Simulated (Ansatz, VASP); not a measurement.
**Two plane-wave programs on TaBr4F**

File INCAR:

```
ALGO = Normal
EDIFF = 1E-7
ENCUT = 520
GGA = PE
ISIF = 2
ISMEAR = 0
LASPH = T
LCHARG = F
LREAL = F
LWAVE = F
NBANDS = 32
NELM = 80
PREC = Accurate
SIGMA = 0.1
```

The input KPOINTS:

```
k-points
0
Gamma
  4 4 4
```

The input POSCAR:

```
TaBr4F
1.0
    0.0000000000      4.4138701800      4.4138701800
    4.4138701800      0.0000000000      4.4138701800
    4.4138701800      4.4138701800      0.0000000000
Ta Br F
1 4 1
Direct
    0.0000000000      0.0000000000      0.0000000000
    0.6189999900      0.1270000000      0.1270000000
    0.1270000000      0.1270000000      0.1270000000
    0.1270000000      0.6189999900      0.1270000000
    0.1270000000      0.1270000000      0.6189999900
    0.5000000000      0.5000000000      0.5000000000
```

Input for Ansatz:

```yaml
crystal:
  lattice:
    - [0.0, 4.41387018, 4.41387018]
    - [4.41387018, 0.0, 4.41387018]
    - [4.41387018, 4.41387018, 0.0]
  atoms:
    - { symbol: Ta, position: [0.0, 0.0, 0.0] }
    - { symbol: Br, position: [0.61899999, 0.127, 0.127] }
    - { symbol: Br, position: [0.127, 0.127, 0.127] }
    - { symbol: Br, position: [0.127, 0.61899999, 0.127] }
    - { symbol: Br, position: [0.127, 0.127, 0.61899999] }
    - { symbol: F, position: [0.5, 0.5, 0.5] }
basis:
  ecutwfc: 420
kpoints:
  mp_grid: { grid: [4, 4, 4] }
hamiltonian:
  xc: pbe
scf:
  occupations: { method: gaussian, width: 0.1 }
  lower_state_search: "off"
output:
  forces: true
  stress: true
  eigenvalues: true
```

Change from the starting cell: species swapped into the RbClO4 type (F-43m, No. 216).

Alike in both runs: task single point; functional PBE; k mesh 4 × 4 × 4; occupations gaussian, width 0.1 eV; no spin polarisation.

```csv
,VASP,Ansatz
version,VASP 6.6.1,Ansatz 0.2.0
potentials or method,"VASP PAW PBE potentials, release 64 (Ta_pv, Br, F), cutoff 520 eV","scalar-relativistic, plane waves, PAW"
valence electrons in the cell,46,48
```

VASP gave:

* gap on the k mesh at the Fermi level (eV): 1.58
* least direct gap on the mesh (eV): 1.59
* rms of the force components (eV/Å): 8.808

Problem. Which values does Ansatz return?

Solution. gap on the k mesh at the Fermi level (eV): 1.58; least direct gap on the mesh (eV): 1.59; rms of the force components (eV/Å): 8.636.

Atom by atom the forces differ by 0.171 eV/Å (rms over components). VASP's potentials hold 46 valence electrons a cell and Ansatz's 48, so a difference there can come from the potentials and not from the codes.

Neither program's run includes spin-orbit coupling.
